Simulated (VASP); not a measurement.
# Ge (Fd-3m) in VASP: a series of runs, part 2 of 2

VASP 6.6.1.

**3. Single point, BLYP+D4**

This run uses another cell than the first one, of 22.19 Å³/atom.

INCAR

```
SYSTEM = Ge
PREC     = Accurate       ! precision mode
ENCUT    = 520            ! plane-wave cutoff, eV
EDIFF    = 1E-6           ! SCF threshold, eV
ISMEAR   = -1             ! smearing method
SIGMA    = 0.05           ! smearing width, eV
LREAL    = .FALSE.        ! projectors in reciprocal space
LASPH    = .TRUE.         ! aspherical terms in the spheres
NELM     = 100            ! most SCF steps
ALGO     = Normal         ! electronic algorithm
ISIF     = 2              ! what is computed and relaxed
LWAVE    = .FALSE.        ! write WAVECAR
LCHARG   = .FALSE.        ! write CHGCAR
GGA      = B5             ! functional
ALDAX    = 1.0          
AGGAX    = 1.0          
AGGAC    = 1.0          
ALDAC    = 0.0          
IVDW     = 13             ! dispersion correction
VDW_S6   = 1.0          
VDW_S8   = 2.34076671   
VDW_A1   = 0.44488865   
VDW_A2   = 4.0933009    
NBANDS   = 21             ! bands
```

KPOINTS

```
regular mesh
0
G
  8 8 8
  0 0 0
```

POSCAR

```
Ge
1.0
    0.0000000000      2.8099234548      2.8099234548
    2.8099234548      0.0000000000      2.8099234548
    2.8099234548      2.8099234548      0.0000000000
Ge
2
Direct
    0.7500000000      0.7500000000      0.7500000000
    0.5000000000      0.5000000000      0.5000000000
```

Potentials or basis: VASP PAW PBE potentials, release 64 (Ge_d).

On the command line:

```
$ cat potpaw_PBE.64/Ge_d/POTCAR > POTCAR
$ mpirun -np 1 vasp_std > vasp.out
```

OUTCAR:

```text
SYSTEM = Ge
   PREC = Accurate
   ENCUT = 520
   EDIFF = 1E-6
   ISMEAR = -1
   LREAL = .FALSE.
   LASPH = .TRUE.
   NELM = 100
   ISIF = 2
   GGA = B5
   IVDW = 13

 ion  position               nearest neighbor table
   1  0.750  0.750  0.750-   2 2.43   2 2.43   2 2.43   2 2.43
   2  0.500  0.500  0.500-   1 2.43   1 2.43   1 2.43   1 2.43

  LATTYP: Found a face centered cubic cell.
 ALAT       =     5.6198469096

  Lattice vectors:

 A1 = (   0.0000000000,   2.8099234548,   2.8099234548)
 A2 = (   2.8099234548,   0.0000000000,   2.8099234548)
 A3 = (   2.8099234548,   2.8099234548,   0.0000000000)

Analysis of symmetry for initial positions (statically):
=====================================================================
 Subroutine PRICEL returns:
 Original cell was already a primitive cell.

 Routine SETGRP: Setting up the symmetry group for a
 face centered cubic supercell.

 Subroutine GETGRP returns: Found 48 space group operations
 (whereof 24 operations were pure point group operations)
 out of a pool of 48 trial point group operations.

The static configuration has the point symmetry T_d .
 The point group associated with its full space group is O_h .

Analysis of symmetry for dynamics (positions and initial velocities):
=====================================================================
 Subroutine PRICEL returns:
 Original cell was already a primitive cell.

 Routine SETGRP: Setting up the symmetry group for a
 face centered cubic supercell.

 Subroutine GETGRP returns: Found 48 space group operations
 (whereof 24 operations were pure point group operations)
 out of a pool of 48 trial point group operations.

The dynamic configuration has the point symmetry T_d .
 The point group associated with its full space group is O_h .

 Subroutine INISYM returns: Found 48 space group operations
 (whereof 24 operations are pure point group operations),
 and found     1 'primitive' translations

----------------------------------------------------------------------------------------

                                     Primitive cell

  volume of cell :      44.3725

  direct lattice vectors                    reciprocal lattice vectors
     0.000000000  2.809923455  2.809923455    -0.177940790  0.177940790  0.177940790
     2.809923455  0.000000000  2.809923455     0.177940790 -0.177940790  0.177940790
     2.809923455  2.809923455  0.000000000     0.177940790  0.177940790 -0.177940790

  length of vectors
     3.973831859  3.973831859  3.973831859     0.308202489  0.308202489  0.308202489

  position of ions in fractional coordinates (direct lattice)
     0.750000000  0.750000000  0.750000000
     0.500000000  0.500000000  0.500000000

  ion indices of the primitive-cell ions
   primitive index   ion index
                 1           1
                 2           2

----------------------------------------------------------------------------------------

 KPOINTS: regular mesh

Automatic generation of k-mesh.
 Grid dimensions read from file:
 generate k-points for:    8    8    8

 Generating k-lattice:

  Cartesian coordinates                     Fractional coordinates (reciprocal lattice)
    -0.022242599  0.022242599  0.022242599     0.125000000  0.000000000  0.000000000
     0.022242599 -0.022242599  0.022242599     0.000000000  0.125000000  0.000000000
     0.022242599  0.022242599 -0.022242599     0.000000000  0.000000000  0.125000000

  Length of vectors
     0.038525311  0.038525311  0.038525311

  Shift w.r.t. Gamma in fractional coordinates (k-lattice)
     0.000000000  0.000000000  0.000000000

 Subroutine IBZKPT returns following result:
 ===========================================

 Found     29 irreducible k-points:

 Following reciprocal coordinates:
            Coordinates               Weight
  0.000000  0.000000  0.000000      1.000000
  0.125000  0.000000  0.000000      8.000000
  0.250000  0.000000  0.000000      8.000000
  0.375000  0.000000  0.000000      8.000000
  0.500000  0.000000  0.000000      4.000000
  0.125000  0.125000  0.000000      6.000000
[... 16 lines left out ...]
  0.500000  0.250000  0.125000     48.000000
 -0.375000  0.250000  0.125000     24.000000
 [... further k-points ...]
   k-points           NKPTS =     29   k-points in BZ     NKDIM =     29   number of bands    NBANDS=     21
   number of dos      NEDOS =    301   number of ions     NIONS =      2
   total plane-waves  NPLWV =  27000
   dimension x,y,z NGX =    30 NGY =   30 NGZ =   30
   dimension x,y,z NGXF=    60 NGYF=   60 NGZF=   60
   ions per type =               2
   NGX,Y,Z   is equivalent  to a cutoff of  12.55, 12.55, 12.55 a.u.
   NGXF,Y,Z  is equivalent  to a cutoff of  25.10, 25.10, 25.10 a.u.
 SYSTEM =  Ge
   PREC   = accura    normal or accurate (medium, high low for compatibility)
   ISTART =      0    job   : 0-new  1-cont  2-samecut
   ICHARG =      2    charge: 1-file 2-atom 10-const
   ISPIN  =      1    spin polarized calculation?
   LNONCOLLINEAR =      F non collinear calculations
   LSORBIT =      F    spin-orbit coupling
   LASPH  =      T    aspherical Exc in radial PAW
   ENCUT  =  520.0 eV  38.22 Ry    6.18 a.u.   7.39  7.39  7.39*2*pi/ulx,y,z
   NELM   =    100;   NELMIN=  2; NELMDL= -5     # of ELM steps
   EDIFF  = 0.1E-05   stopping-criterion for ELM
   LREAL  =      F    real-space projection
   EDIFFG = 0.1E-04   stopping-criterion for IOM
   NSW    =      0    number of steps for IOM
   IBRION =     -1    ionic relax: 0-MD 1-quasi-New 2-CG
   NFREE  =      0    steps in history (QN), initial steepest desc. (CG)
   ISIF   =      2    stress and relaxation
   ISYM   =      2    0-nonsym 1-usesym 2-fastsym
   POTIM  = 0.5000    time-step for ionic-motion
   TEBEG  =    0.0;   TEEND  =   0.0 temperature during run
   PSTRESS=    0.0 pullay stress
   NELECT =      28.0000    total number of electrons
   NUPDOWN=      -1.0000    fix difference up-down
   EMIN   =  10.00;   EMAX   =-10.00  energy-range for DOS
   EFERMI =   0.00;   METHOD = LEGACY
   ISMEAR =    -1;   SIGMA  =   0.05  broadening in eV -4-tet -1-fermi 0-gaus
   EFERMI_NEDOS =   21; number of points for ismear=-14 and -15
   IALGO  =     38    algorithm
   IMIX   =      4    mixing-type and parameters
     AMIX     =   0.40;   BMIX     =  1.00
     AMIX_MAG =   1.60;   BMIX_MAG =  1.00
  volume/ion in A,a.u.               =      22.19       149.72
  Fermi-wavevector in a.u.,A,eV,Ry     =   1.404181  2.653517 26.826929  1.971724
  Thomas-Fermi vector in A             =   2.526768
   LORBIT       =      0    0 simple, 1 ext, 2 COOP (PROOUT), +10 PAW based schemes
   GGA     = B5    functional components
   LHFCALC =     F    Hartree Fock is set to
   AEXX    =    0.0000 exact exchange contribution
   IVDW    =    13    specifies the selected vdW correction
   LEPSILON=     F    determine dielectric tensor
   LRPA    =     F    only Hartree local field effects (RPA)
 non-spin polarized calculation
  energy-cutoff  :      520.00
  volume of cell :       44.37
 maximum number of plane-waves:      1243
 NGX is ok and might be reduce to    30
   NGX = 15   NGY = 15   NGZ = 15

 number of electron      28.0000032 magnetization

 Free energy of the ion-electron system (eV)
  ---------------------------------------------------
  ext. energy  EPLUGINS =         0.00000000
  ---------------------------------------------------
  free energy    TOTEN  =        -7.50591447 eV

  energy without entropy =       -7.50531253  energy(sigma->0) =       -7.50561350

 E-fermi :   5.6693     XC(G=0):  -9.4459

 val. band max:        5.6271918352   @ k =   0.0000   0.0000   0.0000
 cond. band min:       5.8470379779   @ k =   0.5000   0.0000   0.0000
 fundamental gap:      0.2198461427
 Fermi energy:         5.6692583830

 k-point     1 :       0.0000    0.0000    0.0000
  band No.  band energies     occupation
      1     -19.2125      2.00000
      2     -19.2125      2.00000
      3     -19.2125      2.00000
      4     -19.1730      2.00000
      5     -19.1730      2.00000
      6     -18.9501      2.00000
[... 13 lines left out ...]
     20      15.3268      0.00000
     21      15.3268      0.00000
[... 529 lines left out ...]
 k-point    24 :      -0.3750    0.2500    0.1250
  band No.  band energies     occupation
      1     -19.2610      2.00000
      2     -19.2485      2.00000
      3     -19.1612      2.00000
      4     -19.1068      2.00000
      5     -19.0922      2.00000
      6     -19.0346      2.00000
[... 13 lines left out ...]
     20      16.9019      0.00000
     21      17.3356      0.00000

 [... further k-points ...]

------------------------ aborting loop because EDIFF is reached ----------------------------------------

  DFT-D4 for vdW energy calculation

  Edisp (eV):   -1.26732

  FORCE on cell =-STRESS in cart. coord.  units (eV):
  Direction    XX          YY          ZZ          XY          YZ          ZX
  --------------------------------------------------------------------------------------
  -------------------------------------------------------------------------------------
  Total       1.24767     1.24767     1.24767    -0.00000    -0.00000     0.00000
  in kB      45.05021    45.05021    45.05021    -0.00000    -0.00000     0.00000
  external pressure =       45.05 kB  Pullay stress =        0.00 kB

 VOLUME and BASIS-vectors are now :
 -----------------------------------------------------------------------------
  energy-cutoff  :      520.00
  volume of cell :       44.37
      direct lattice vectors                 reciprocal lattice vectors
     0.000000000  2.809923455  2.809923455    -0.177940790  0.177940790  0.177940790
     2.809923455  0.000000000  2.809923455     0.177940790 -0.177940790  0.177940790
     2.809923455  2.809923455  0.000000000     0.177940790  0.177940790 -0.177940790

 POSITION                                       TOTAL-FORCE (eV/Angst)
 -----------------------------------------------------------------------------------
      4.21489      4.21489      4.21489        -0.000000      0.000000      0.000000
      2.80992      2.80992      2.80992         0.000000     -0.000000     -0.000000
 -----------------------------------------------------------------------------------
    total drift:                                0.000000     -0.000000     -0.000000

  FREE ENERGIE OF THE ION-ELECTRON SYSTEM (eV)
  ---------------------------------------------------
  free  energy   TOTEN  =        -8.7732336671 eV

  energy  without entropy=       -8.7726317308  energy(sigma->0) =       -8.77293270
```

Run time: 25 s. Hardware: 1 thread of AMD EPYC 9R45 (Zen 5), shared host; peak memory 0.14 GiB.

What came out:

* Free energy: -8.7732 eV
* Pressure: 4.5 GPa
* Dispersion energy per atom: -0.634 eV

Levels at points of the mesh, in eV from the Fermi level:
```
           k point  band 11  band 12  band 13  band 14  band 15  band 16  band 17  band 18
(0.00, 0.00, 0.00)   -12.98    -0.05    -0.05    -0.05    -0.04     2.54     2.54     2.54
(0.50, 0.00, 0.00)   -10.88    -7.73    -1.48    -1.48     0.18     3.79     3.79     7.36
(0.50, 0.50, 0.00)    -9.05    -9.05    -3.16    -3.16     0.82     0.82     9.53     9.53
```

Caveat: the cell stands under pressure; the PAW data sets were made with another functional, which shifts forces and pressure a little.
